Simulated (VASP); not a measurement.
# Al (Fd-3m) in VASP: notebook

The runs below take Al through single point, with LDA.

All numbers are computed with VASP 6.6.1; they aren't measurements. Logs are shortened: lines on timing, memory, paths and dates and some standing lists are left out, and cuts for length are marked.

## Step 1: The cell of the first run

Symmetry: Fd-3m, No. 227, cubic system. Conventional cell: a = 5.701 Å, b = 5.701 Å, c = 5.701 Å, α = 90.00°, β = 90.00°, γ = 90.00°. Al (site symmetry -43m) has 4 Al at 2.47 Å within 3.3 Å.

## Step 2: Single point, LDA (volume scaled by 0.88)

The input, INCAR:

```
SYSTEM = Al
  ALGO = Normal
  EDIFF = 1E-6
  ENCUT = 520
  ISIF = 2
  ISMEAR = -1
  LASPH = .TRUE.
  LCHARG = .FALSE.
  LREAL = .FALSE.
  LWAVE = .FALSE.
  NBANDS = 10
  NELM = 80
  PREC = Accurate
  SIGMA = 0.1
```

The input, KPOINTS:

```
k-points
0
G
  10 10 10
  0 0 0
```

The input, POSCAR:

```
Al
1.0
    0.0000000000      2.8503932343      2.8503932343
    2.8503932343      0.0000000000      2.8503932343
    2.8503932343      2.8503932343      0.0000000000
Al
2
Direct
    0.1250000000      0.1250000000      0.1250000000
    0.8750000000      0.8750000000      0.8750000000
```

Potentials or basis: VASP PAW LDA potentials, release 64 (Al).

Launch:

```bash
$ cat potpaw_LDA.64/Al/POTCAR > POTCAR
$ mpirun -np 1 vasp_std > vasp.out
```

OUTCAR:

```text
SYSTEM = Al
   EDIFF = 1E-6
   ENCUT = 520
   ISIF = 2
   ISMEAR = -1
   LASPH = .TRUE.
   LREAL = .FALSE.
   NELM = 80
   PREC = Accurate

 ion  position               nearest neighbor table
   1  0.125  0.125  0.125-   2 2.47   2 2.47   2 2.47   2 2.47
   2  0.875  0.875  0.875-   1 2.47   1 2.47   1 2.47   1 2.47

  LATTYP: Found a face centered cubic cell.
 ALAT       =     5.7007864686

  Lattice vectors:

 A1 = (   0.0000000000,   2.8503932343,   2.8503932343)
 A2 = (   2.8503932343,   0.0000000000,   2.8503932343)
 A3 = (   2.8503932343,   2.8503932343,   0.0000000000)

Analysis of symmetry for initial positions (statically):
=====================================================================
 Subroutine PRICEL returns:
 Original cell was already a primitive cell.

 Routine SETGRP: Setting up the symmetry group for a
 face centered cubic supercell.

 Subroutine GETGRP returns: Found 48 space group operations
 (whereof 12 operations were pure point group operations)
 out of a pool of 48 trial point group operations.

The static configuration has the point symmetry D_3d.
 The point group associated with its full space group is O_h .

Analysis of symmetry for dynamics (positions and initial velocities):
=====================================================================
 Subroutine PRICEL returns:
 Original cell was already a primitive cell.

 Routine SETGRP: Setting up the symmetry group for a
 face centered cubic supercell.

 Subroutine GETGRP returns: Found 48 space group operations
 (whereof 12 operations were pure point group operations)
 out of a pool of 48 trial point group operations.

The dynamic configuration has the point symmetry D_3d.
 The point group associated with its full space group is O_h .

 Subroutine INISYM returns: Found 48 space group operations
 (whereof 12 operations are pure point group operations),
 and found     1 'primitive' translations

----------------------------------------------------------------------------------------

                                     Primitive cell

  volume of cell :      46.3174

  direct lattice vectors                    reciprocal lattice vectors
     0.000000000  2.850393234  2.850393234    -0.175414393  0.175414393  0.175414393
     2.850393234  0.000000000  2.850393234     0.175414393 -0.175414393  0.175414393
     2.850393234  2.850393234  0.000000000     0.175414393  0.175414393 -0.175414393

  length of vectors
     4.031064770  4.031064770  4.031064770     0.303826642  0.303826642  0.303826642

  position of ions in fractional coordinates (direct lattice)
     0.125000000  0.125000000  0.125000000
     0.875000000  0.875000000  0.875000000

  ion indices of the primitive-cell ions
   primitive index   ion index
                 1           1
                 2           2

----------------------------------------------------------------------------------------

 KPOINTS: k-points

Automatic generation of k-mesh.
 Grid dimensions read from file:
 generate k-points for:   10   10   10

 Generating k-lattice:

  Cartesian coordinates                     Fractional coordinates (reciprocal lattice)
    -0.017541439  0.017541439  0.017541439     0.100000000  0.000000000  0.000000000
     0.017541439 -0.017541439  0.017541439     0.000000000  0.100000000  0.000000000
     0.017541439  0.017541439 -0.017541439     0.000000000  0.000000000  0.100000000

  Length of vectors
     0.030382664  0.030382664  0.030382664

  Shift w.r.t. Gamma in fractional coordinates (k-lattice)
     0.000000000  0.000000000  0.000000000

 Subroutine IBZKPT returns following result:
 ===========================================

 Found     47 irreducible k-points:

 Following reciprocal coordinates:
            Coordinates               Weight
  0.000000  0.000000  0.000000      1.000000
  0.100000  0.000000  0.000000      8.000000
  0.200000  0.000000  0.000000      8.000000
  0.300000  0.000000  0.000000      8.000000
  0.400000  0.000000  0.000000      8.000000
  0.500000  0.000000  0.000000      4.000000
[... 16 lines left out ...]
  0.300000  0.300000  0.000000      6.000000
  0.400000  0.300000  0.000000     24.000000
 [... further k-points ...]
   k-points           NKPTS =     47   k-points in BZ     NKDIM =     47   number of bands    NBANDS=     10
   number of dos      NEDOS =    301   number of ions     NIONS =      2
   total plane-waves  NPLWV =  27000
   dimension x,y,z NGX =    30 NGY =   30 NGZ =   30
   dimension x,y,z NGXF=    60 NGYF=   60 NGZF=   60
   ions per type =               2
   NGX,Y,Z   is equivalent  to a cutoff of  12.37, 12.37, 12.37 a.u.
   NGXF,Y,Z  is equivalent  to a cutoff of  24.74, 24.74, 24.74 a.u.
 SYSTEM =  Al
   PREC   = accura    normal or accurate (medium, high low for compatibility)
   ISTART =      0    job   : 0-new  1-cont  2-samecut
   ICHARG =      2    charge: 1-file 2-atom 10-const
   ISPIN  =      1    spin polarized calculation?
   LNONCOLLINEAR =      F non collinear calculations
   LSORBIT =      F    spin-orbit coupling
   LASPH  =      T    aspherical Exc in radial PAW
   ENCUT  =  520.0 eV  38.22 Ry    6.18 a.u.   7.50  7.50  7.50*2*pi/ulx,y,z
   NELM   =     80;   NELMIN=  2; NELMDL= -5     # of ELM steps
   EDIFF  = 0.1E-05   stopping-criterion for ELM
   LREAL  =      F    real-space projection
   EDIFFG = 0.1E-04   stopping-criterion for IOM
   NSW    =      0    number of steps for IOM
   IBRION =     -1    ionic relax: 0-MD 1-quasi-New 2-CG
   NFREE  =      0    steps in history (QN), initial steepest desc. (CG)
   ISIF   =      2    stress and relaxation
   ISYM   =      2    0-nonsym 1-usesym 2-fastsym
   POTIM  = 0.5000    time-step for ionic-motion
   TEBEG  =    0.0;   TEEND  =   0.0 temperature during run
   PSTRESS=    0.0 pullay stress
   NELECT =       6.0000    total number of electrons
   NUPDOWN=      -1.0000    fix difference up-down
   EMIN   =  10.00;   EMAX   =-10.00  energy-range for DOS
   EFERMI =   0.00;   METHOD = LEGACY
   ISMEAR =    -1;   SIGMA  =   0.10  broadening in eV -4-tet -1-fermi 0-gaus
   EFERMI_NEDOS =   21; number of points for ismear=-14 and -15
   IALGO  =     38    algorithm
   IMIX   =      4    mixing-type and parameters
     AMIX     =   0.40;   BMIX     =  1.00
     AMIX_MAG =   1.60;   BMIX_MAG =  1.00
  volume/ion in A,a.u.               =      23.16       156.28
  Fermi-wavevector in a.u.,A,eV,Ry     =   0.828344  1.565342  9.335678  0.686153
  Thomas-Fermi vector in A             =   1.940703
   LORBIT       =      0    0 simple, 1 ext, 2 COOP (PROOUT), +10 PAW based schemes
   GGA     = CA    functional components
   LHFCALC =     F    Hartree Fock is set to
   AEXX    =    0.0000 exact exchange contribution
   IVDW    =     0    specifies the selected vdW correction
   LEPSILON=     F    determine dielectric tensor
   LRPA    =     F    only Hartree local field effects (RPA)
 non-spin polarized calculation
  energy-cutoff  :      520.00
  volume of cell :       46.32
 maximum number of plane-waves:      1266
 NGX is ok and might be reduce to    30
   NGX = 15   NGY = 15   NGZ = 15

 number of electron       6.0000000 magnetization

 Free energy of the ion-electron system (eV)
  ---------------------------------------------------
  ext. energy  EPLUGINS =         0.00000000
  ---------------------------------------------------
  free energy    TOTEN  =        -6.67583986 eV

  energy without entropy =       -6.63590407  energy(sigma->0) =       -6.65587197

 E-fermi :   3.8164     XC(G=0):  -8.8870

 val. band max:        3.7879941176   @ k =   0.5000   0.3000   0.0000
 cond. band min:       3.8961622225   @ k =  -0.3000   0.3000   0.1000
 fundamental gap:      0.1081681050
 Fermi energy:         3.8163528496

 k-point     1 :       0.0000    0.0000    0.0000
  band No.  band energies     occupation
      1      -4.8119      2.00000
      2       6.2557      0.00000
      3       6.2557      0.00000
      4       6.2557      0.00000
      5       8.1065      0.00000
      6       8.1065      0.00000
      7       8.1065      0.00000
      8      10.7160      0.00000
      9      12.1395      0.00000
     10      12.1396      0.00000

 k-point     2 :       0.1000    0.0000    0.0000
  band No.  band energies     occupation
      1      -4.6854      2.00000
      2       5.1819      0.00000
      3       6.0385      0.00000
      4       6.0385      0.00000
      5       8.3369      0.00000
      6       8.4204      0.00000
      7       8.4204      0.00000
      8      11.2711      0.00000
      9      11.7355      0.00000
     10      11.7355      0.00000

 k-point     3 :       0.2000    0.0000    0.0000
  band No.  band energies     occupation
      1      -4.3097      2.00000
      2       3.4244      1.96108
      3       5.6636      0.00000
      4       5.6636      0.00000
      5       8.2158      0.00000
      6       8.8632      0.00000
      7       8.8632      0.00000
      8      11.4273      0.00000
      9      11.4273      0.00000
     10      12.3480      0.00000

 k-point     4 :       0.3000    0.0000    0.0000
  band No.  band energies     occupation
      1      -3.7024      2.00000
      2       1.7158      2.00000
      3       5.3610      0.00000
      4       5.3610      0.00000
      5       7.9728      0.00000
      6       8.7939      0.00000
      7       8.7939      0.00000
      8      12.1087      0.00000
      9      12.1087      0.00000
     10      12.3415      0.00000
[... 222 lines left out ...]
 k-point    22 :      -0.2000    0.2000    0.0000
  band No.  band energies     occupation
      1      -3.4940      2.00000
      2       2.2694      2.00000
      3       3.0637      1.99892
      4       5.4505      0.00000
      5       8.4246      0.00000
      6       9.4282      0.00000
      7       9.7757      0.00000
      8      10.4848      0.00000
      9      11.1827      0.00000
     10      15.3518      0.00000

 k-point    23 :       0.3000    0.3000    0.0000
  band No.  band energies     occupation
      1      -3.3107      2.00000
      2       2.5369      1.99999
      3       3.9619      0.37817
      4       3.9619      0.37817
      5       6.2296      0.00000
      6       7.2888      0.00000
      7      12.1148      0.00000
      8      12.1148      0.00000
      9      13.7400      0.00000
     10      15.5345      0.00000

 k-point    24 :       0.4000    0.3000    0.0000
  band No.  band energies     occupation
      1      -2.7084      2.00000
      2       1.5618      2.00000
      3       3.2519      1.99295
      4       3.7703      1.22626
      5       6.3494      0.00000
      6       7.2821      0.00000
      7      12.2782      0.00000
      8      12.4874      0.00000
      9      14.8476      0.00000
     10      16.6536      0.00000

 [... further k-points ...]

------------------------ aborting loop because EDIFF is reached ----------------------------------------

  FORCE on cell =-STRESS in cart. coord.  units (eV):
  Direction    XX          YY          ZZ          XY          YZ          ZX
  --------------------------------------------------------------------------------------
  -------------------------------------------------------------------------------------
  Total        2.0083680      2.0083680      2.0083680     -0.0000000      0.0000000      0.0000000
  in kB       69.4719576     69.4719576     69.4719576     -0.0000000      0.0000000      0.0000000
  external PRESSURE =      69.4719576 kB  Pullay stress =       0.0000000 kB

 VOLUME and BASIS-vectors are now :
 -----------------------------------------------------------------------------
  energy-cutoff  :      520.00
  volume of cell :       46.32
      direct lattice vectors                 reciprocal lattice vectors
     0.000000000  2.850393234  2.850393234    -0.175414393  0.175414393  0.175414393
     2.850393234  0.000000000  2.850393234     0.175414393 -0.175414393  0.175414393
     2.850393234  2.850393234  0.000000000     0.175414393  0.175414393 -0.175414393

 POSITION                                       TOTAL-FORCE (eV/Angst)
 -----------------------------------------------------------------------------------
      0.71260      0.71260      0.71260        -0.000000      0.000000     -0.000000
      4.98819      4.98819      4.98819         0.000000     -0.000000      0.000000
 -----------------------------------------------------------------------------------
    total drift:                               -0.000000      0.000000      0.000000

  FREE ENERGIE OF THE ION-ELECTRON SYSTEM (eV)
  ---------------------------------------------------
  free  energy   TOTEN  =        -6.6758398588 eV

  energy  without entropy=       -6.6359040713  energy(sigma->0) =       -6.65587197
```

It took 8.6 s on 1 thread of Intel Xeon 6975P-C (Granite Rapids), shared host; peak memory 0.14 GiB.

What came out:

| Quantity | Value |
| --- | --- |
| Free energy | -6.6758 eV |
| Pressure | 6.9 GPa |
| Band gap on the k mesh | zero (band 3 reaches 6.26 eV, above the bottom of band 4 at 2.19 eV) |

[end of part 1 of 2]
